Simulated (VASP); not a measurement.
# Cd (P6_3/mmc) in VASP: notebook

The runs below take Cd through electric field gradients, single point, with PBEsol.

Program: VASP 6.6.1. These are calculated values, not measurements. Logs are shortened: lines on timing, memory, paths and dates and some standing lists are left out, and cuts for length are marked.

## Step 1: The cell of the first run

The structure is hexagonal, space group P6_3/mmc (No. 194). The conventional cell has a = 2.979 Å, b = 2.979 Å, c = 5.618 Å, α = 90.00°, β = 90.00°, γ = 120.00°. Within 3.9 Å of Cd (site symmetry -6m2) lie 12 Cd at 2.98 to 3.29 Å.

## Step 2: Electric field gradients, PBEsol

Input file INCAR:

```
SYSTEM = Cd
PREC     = Accurate       ! precision mode
ENCUT    = 520            ! plane-wave cutoff, eV
EDIFF    = 1E-8           ! SCF threshold, eV
ISMEAR   = -1             ! smearing method
SIGMA    = 0.05           ! smearing width, eV
LREAL    = .False.        ! projectors in reciprocal space
LASPH    = .True.         ! aspherical terms in the spheres
NELM     = 80             ! most SCF steps
ALGO     = Normal         ! electronic algorithm
ISIF     = 2              ! what is computed and relaxed
LWAVE    = .False.        ! write WAVECAR
LCHARG   = .False.        ! write CHGCAR
GGA      = PS             ! functional
LEFG     = .True.       
NBANDS   = 19             ! bands
```

Input file KPOINTS:

```
regular mesh
0
Gamma
  16 16 7
  0 0 0
```

Input file POSCAR:

```
Cd
1.0
    2.9788725081      0.0000000000      0.0000000000
   -1.4894362540      2.5797792666      0.0000000000
    0.0000000000      0.0000000000      5.6176500000
Cd
2
Direct
    0.3333333333      0.6666666667      0.2500000000
    0.6666666667      0.3333333333      0.7500000000
```

Potentials or basis: VASP PAW PBE potentials, release 64 (Cd).

The run is started by

```bash
cat potpaw_PBE.64/Cd/POTCAR > POTCAR
mpirun -np 1 vasp_std > vasp.out
```

OUTCAR:

```text
SYSTEM = Cd
   PREC = Accurate
   ENCUT = 520
   EDIFF = 1E-8
   ISMEAR = -1
   LREAL = .False.
   LASPH = .True.
   NELM = 80
   ISIF = 2
   GGA = PS

 ion  position               nearest neighbor table
   1  0.333  0.667  0.250-   2 3.29   2 3.29   2 3.29   2 3.29   2 3.29   2 3.29
   2  0.667  0.333  0.750-   1 3.29   1 3.29   1 3.29   1 3.29   1 3.29   1 3.29

  LATTYP: Found a hexagonal cell.
 ALAT       =     2.9788725081
 C/A-ratio  =     1.8858309594

  Lattice vectors:

 A1 = (   2.9788725081,   0.0000000000,   0.0000000000)
 A2 = (  -1.4894362540,   2.5797792666,   0.0000000000)
 A3 = (   0.0000000000,   0.0000000000,   5.6176500000)

Analysis of symmetry for initial positions (statically):
=====================================================================
 Subroutine PRICEL returns:
 Original cell was already a primitive cell.

 Routine SETGRP: Setting up the symmetry group for a
 hexagonal supercell.

 Subroutine GETGRP returns: Found 24 space group operations
 (whereof 12 operations were pure point group operations)
 out of a pool of 24 trial point group operations.

The static configuration has the point symmetry D_3d.
 The point group associated with its full space group is D_6h.

Analysis of symmetry for dynamics (positions and initial velocities):
=====================================================================
 Subroutine PRICEL returns:
 Original cell was already a primitive cell.

 Routine SETGRP: Setting up the symmetry group for a
 hexagonal supercell.

 Subroutine GETGRP returns: Found 24 space group operations
 (whereof 12 operations were pure point group operations)
 out of a pool of 24 trial point group operations.

The dynamic configuration has the point symmetry D_3d.
 The point group associated with its full space group is D_6h.

 Subroutine INISYM returns: Found 24 space group operations
 (whereof 12 operations are pure point group operations),
 and found     1 'primitive' translations

----------------------------------------------------------------------------------------

                                     Primitive cell

  volume of cell :      43.1707

  direct lattice vectors                    reciprocal lattice vectors
     2.978872508  0.000000000  0.000000000     0.335697482  0.193815032  0.000000000
    -1.489436254  2.579779267  0.000000000     0.000000000  0.387630063  0.000000000
     0.000000000  0.000000000  5.617650000     0.000000000  0.000000000  0.178010378

  length of vectors
     2.978872508  2.978872508  5.617650000     0.387630063  0.387630063  0.178010378

  position of ions in fractional coordinates (direct lattice)
     0.333333333  0.666666667  0.250000000
     0.666666667  0.333333333  0.750000000

  ion indices of the primitive-cell ions
   primitive index   ion index
                 1           1
                 2           2

----------------------------------------------------------------------------------------

 KPOINTS: regular mesh

Automatic generation of k-mesh.
 Grid dimensions read from file:
 generate k-points for:   16   16    7

 Generating k-lattice:

  Cartesian coordinates                     Fractional coordinates (reciprocal lattice)
     0.020981093  0.012113439  0.000000000     0.062500000 -0.000000000  0.000000000
     0.000000000  0.024226879  0.000000000     0.000000000  0.062500000  0.000000000
     0.000000000  0.000000000  0.025430054     0.000000000  0.000000000  0.142857143

  Length of vectors
     0.024226879  0.024226879  0.025430054

  Shift w.r.t. Gamma in fractional coordinates (k-lattice)
     0.000000000  0.000000000  0.000000000

 Subroutine IBZKPT returns following result:
 ===========================================

 Found    120 irreducible k-points:

 Following reciprocal coordinates:
            Coordinates               Weight
  0.000000  0.000000  0.000000      1.000000
  0.062500 -0.000000  0.000000      6.000000
  0.125000 -0.000000  0.000000      6.000000
  0.187500 -0.000000  0.000000      6.000000
  0.250000 -0.000000  0.000000      6.000000
  0.312500  0.000000  0.000000      6.000000
[... 16 lines left out ...]
  0.187500  0.187500  0.000000      6.000000
  0.250000  0.187500  0.000000     12.000000
 [... further k-points ...]
   k-points           NKPTS =    120   k-points in BZ     NKDIM =    120   number of bands    NBANDS=     19
   number of dos      NEDOS =    301   number of ions     NIONS =      2
   total plane-waves  NPLWV =  24192
   dimension x,y,z NGX =    24 NGY =   24 NGZ =   42
   dimension x,y,z NGXF=    48 NGYF=   48 NGZF=   84
   ions per type =               2
   NGX,Y,Z   is equivalent  to a cutoff of  13.39, 13.39, 12.43 a.u.
   NGXF,Y,Z  is equivalent  to a cutoff of  26.79, 26.79, 24.86 a.u.
 SYSTEM =  Cd
   PREC   = accura    normal or accurate (medium, high low for compatibility)
   ISTART =      0    job   : 0-new  1-cont  2-samecut
   ICHARG =      2    charge: 1-file 2-atom 10-const
   ISPIN  =      1    spin polarized calculation?
   LNONCOLLINEAR =      F non collinear calculations
   LSORBIT =      F    spin-orbit coupling
   LASPH  =      T    aspherical Exc in radial PAW
   ENCUT  =  520.0 eV  38.22 Ry    6.18 a.u.   5.54  5.54 10.45*2*pi/ulx,y,z
   NELM   =     80;   NELMIN=  2; NELMDL= -5     # of ELM steps
   EDIFF  = 0.1E-07   stopping-criterion for ELM
   LREAL  =      F    real-space projection
   EDIFFG = 0.1E-06   stopping-criterion for IOM
   NSW    =      0    number of steps for IOM
   IBRION =     -1    ionic relax: 0-MD 1-quasi-New 2-CG
   NFREE  =      0    steps in history (QN), initial steepest desc. (CG)
   ISIF   =      2    stress and relaxation
   ISYM   =      2    0-nonsym 1-usesym 2-fastsym
   POTIM  = 0.5000    time-step for ionic-motion
   TEBEG  =    0.0;   TEEND  =   0.0 temperature during run
   PSTRESS=    0.0 pullay stress
   NELECT =      24.0000    total number of electrons
   NUPDOWN=      -1.0000    fix difference up-down
   EMIN   =  10.00;   EMAX   =-10.00  energy-range for DOS
   EFERMI =   0.00;   METHOD = LEGACY
   ISMEAR =    -1;   SIGMA  =   0.05  broadening in eV -4-tet -1-fermi 0-gaus
   EFERMI_NEDOS =   21; number of points for ismear=-14 and -15
   IALGO  =     38    algorithm
   IMIX   =      4    mixing-type and parameters
     AMIX     =   0.40;   BMIX     =  1.00
     AMIX_MAG =   1.60;   BMIX_MAG =  1.00
  volume/ion in A,a.u.               =      21.59       145.67
  Fermi-wavevector in a.u.,A,eV,Ry     =   1.346115  2.543789 24.654109  1.812026
  Thomas-Fermi vector in A             =   2.473973
   LORBIT       =      0    0 simple, 1 ext, 2 COOP (PROOUT), +10 PAW based schemes
   GGA     = PS    functional components
   LHFCALC =     F    Hartree Fock is set to
   AEXX    =    0.0000 exact exchange contribution
   IVDW    =     0    specifies the selected vdW correction
   LEPSILON=     F    determine dielectric tensor
   LRPA    =     F    only Hartree local field effects (RPA)
 non-spin polarized calculation
  energy-cutoff  :      520.00
  volume of cell :       43.17
 maximum number of plane-waves:      1188
 NGX is ok and might be reduce to    24
   NGX = 11   NGY = 11   NGZ = 21

 number of electron      23.9999993 magnetization

 Free energy of the ion-electron system (eV)
  ---------------------------------------------------
  ext. energy  EPLUGINS =         0.00000000
  ---------------------------------------------------
  free energy    TOTEN  =        -2.40008509 eV

  energy without entropy =       -2.39530927  energy(sigma->0) =       -2.39769718

 E-fermi :   2.7989     XC(G=0): -11.2105

 val. band max:        2.7812358951   @ k =   0.1875   0.0625   0.1429
 cond. band min:       2.8116756926   @ k =   0.3125   0.3125   0.4286
 fundamental gap:      0.0304397975
 Fermi energy:         2.7988998637

 k-point     1 :       0.0000    0.0000    0.0000
  band No.  band energies     occupation
      1      -7.0504      2.00000
      2      -6.7819      2.00000
      3      -6.4028      2.00000
      4      -6.4028      2.00000
      5      -6.3511      2.00000
      6      -6.3511      2.00000
[... 11 lines left out ...]
     18      17.6593      0.00000
     19      18.5163      0.00000
[... 485 lines left out ...]
 k-point    24 :       0.2500    0.1875    0.0000
  band No.  band energies     occupation
      1      -6.7495      2.00000
      2      -6.6235      2.00000
      3      -6.6113      2.00000
      4      -6.3390      2.00000
      5      -6.2749      2.00000
      6      -6.0916      2.00000
[... 11 lines left out ...]
     18      12.2141      0.00000
     19      13.1932      0.00000

 [... further k-points ...]

------------------------ aborting loop because EDIFF is reached ----------------------------------------

  FORCE on cell =-STRESS in cart. coord.  units (eV):
  Direction    XX          YY          ZZ          XY          YZ          ZX
  --------------------------------------------------------------------------------------
  -------------------------------------------------------------------------------------
  Total       -0.3076828     -0.3076828     -0.3704724     -0.0000000      0.0000000      0.0000000
  in kB      -11.4189119    -11.4189119    -13.7491944     -0.0000000      0.0000000      0.0000000
  external PRESSURE =     -12.1956727 kB  Pullay stress =       0.0000000 kB

 VOLUME and BASIS-vectors are now :
 -----------------------------------------------------------------------------
  energy-cutoff  :      520.00
  volume of cell :       43.17
      direct lattice vectors                 reciprocal lattice vectors
     2.978872508  0.000000000  0.000000000     0.335697482  0.193815032  0.000000000
    -1.489436254  2.579779267  0.000000000     0.000000000  0.387630063  0.000000000
     0.000000000  0.000000000  5.617650000     0.000000000  0.000000000  0.178010378

 POSITION                                       TOTAL-FORCE (eV/Angst)
 -----------------------------------------------------------------------------------
     -0.00000      1.71985      1.40441        -0.000000      0.000000      0.000000
      1.48944      0.85993      4.21324         0.000000     -0.000000      0.000000
 -----------------------------------------------------------------------------------
    total drift:                                0.000000     -0.000000      0.000000

  FREE ENERGIE OF THE ION-ELECTRON SYSTEM (eV)
  ---------------------------------------------------
  free  energy   TOTEN  =        -2.4000850881 eV

  energy  without entropy=       -2.3953092745  energy(sigma->0) =       -2.39769718

 Electric field gradients (V/A^2)
---------------------------------------------------------------------
 ion       V_xx      V_yy      V_zz      V_xy      V_xz      V_yz
---------------------------------------------------------------------
   1     -39.796   -39.794    79.590     0.001     0.000    -0.000
   2     -39.796   -39.794    79.590     0.001    -0.000     0.000
---------------------------------------------------------------------

 Electric field gradients after diagonalization (V/A^2)
 (convention: |V_zz| > |V_xx| > |V_yy|)
----------------------------------------------------------------------
 ion       V_xx      V_yy      V_zz     asymmetry (V_yy - V_xx)/ V_zz
----------------------------------------------------------------------
   1     -39.796   -39.794    79.590       0.000
   2     -39.796   -39.794    79.590       0.000
----------------------------------------------------------------------

           NMR quadrupolar parameters

 Cq : quadrupolar parameter    Cq=e*Q*V_zz/h
 eta: asymmetry parameters     (V_yy - V_xx)/ V_zz
 Q  : nuclear electric quadrupole moment in mb (millibarn)
----------------------------------------------------------------------
 ion       Cq(MHz)       eta       Q (mb)
----------------------------------------------------------------------
   1       0.192       0.000       1.000
   2       0.192       0.000       1.000
----------------------------------------------------------------------
```

Run time: 2 min. Hardware: 1 thread of Oxide Virtual Turin-like, shared host; peak memory 0.18 GiB.

Results:

```yaml
Free_energy: -2.4001 eV
Pressure: -1.2 GPa
Band_gap_on_the_k_mesh: zero (bands 12 and 13 overlap by 3.93 eV)
Largest_electric_field_gradient_by_atom: Cd +79.6 V/Å²
```

Electric field gradients, principal values (V/Å²):
```tsv
atom	least	middle	greatest (by size)
1 Cd	-39.794	-39.796	79.590
2 Cd	-39.794	-39.796	79.590
```

Caveat: without QUAD_EFG the Cq values of the log hold for a quadrupole moment of 1 mb, not for the nuclei; the PAW data sets were made with another functional, which shifts forces and pressure a little.

## Step 3: Single point, PBEsol

POSCAR is that of step 2.

Input file INCAR.step1:

```
SYSTEM = Cd
ALGO     = Normal         ! electronic algorithm
EDIFF    = 1E-7           ! SCF threshold, eV
ENCUT    = 520            ! plane-wave cutoff, eV
GGA      = PS             ! functional
ISIF     = 2              ! what is computed and relaxed
ISMEAR   = -1             ! smearing method
LASPH    = .TRUE.         ! aspherical terms in the spheres
LCHARG   = .TRUE.         ! write CHGCAR
LREAL    = .FALSE.        ! projectors in reciprocal space
LWAVE    = .FALSE.        ! write WAVECAR
NBANDS   = 19             ! bands
NELM     = 100            ! most SCF steps
PREC     = Accurate       ! precision mode
SIGMA    = 0.05           ! smearing width, eV
```

Input file KPOINTS.step1:

```
k-points
0
G
  16 16 7
  0 0 0
```

Input file INCAR.step2:

```
SYSTEM = Cd
ALGO     = Normal         ! electronic algorithm
EDIFF    = 1E-7           ! SCF threshold, eV
ENCUT    = 520            ! plane-wave cutoff, eV
GGA      = PS             ! functional
ICHARG   = 11             ! starting density
ISIF     = 2              ! what is computed and relaxed
ISMEAR   = -5             ! smearing method
LASPH    = .TRUE.         ! aspherical terms in the spheres
LCHARG   = .FALSE.        ! write CHGCAR
LORBIT   = 11             ! projections on sites
LREAL    = .FALSE.        ! projectors in reciprocal space
LWAVE    = .FALSE.        ! write WAVECAR
NBANDS   = 19             ! bands
NEDOS    = 2001           ! points of the DOS
NELM     = 100            ! most SCF steps
PREC     = Accurate       ! precision mode
SIGMA    = 0.05           ! smearing width, eV
```

Input file KPOINTS.step2:

```
k-points
0
G
  24 24 11
  0 0 0
```

Potentials or basis: VASP PAW PBE potentials, release 64 (Cd).

The run is started by

```bash
cat potpaw_PBE.64/Cd/POTCAR > POTCAR
cp INCAR.step1 INCAR
cp KPOINTS.step1 KPOINTS
mpirun -np 1 vasp_std > vasp.out
cp INCAR.step2 INCAR
cp KPOINTS.step2 KPOINTS
mpirun -np 1 vasp_std > vasp.out
```

Wall time 4.5 min (1 thread of Oxide Virtual Turin-like, shared host); peak memory 0.32 GiB.

Results (log left out):

```yaml
Valence_electrons_inside_the_program's_atomic_spheres: Cd 10.31
```

Levels at points of the mesh, in eV from the Fermi level:
```tsv
k point	band 9	band 10	band 11	band 12	band 13	band 14	band 15	band 16
(0.00, 0.00, 0.00)	-8.66	-8.41	-8.41	-3.07	-3.03	10.55	14.45	14.85
(0.50, 0.00, 0.00)	-8.14	-8.12	-2.36	-1.86	1.96	3.01	3.16	5.25
```

Caveat: the PAW data sets were made with another functional, which shifts forces and pressure a little.

The gap in the log of VASP goes by the Fermi energy; the results here count the filled bands.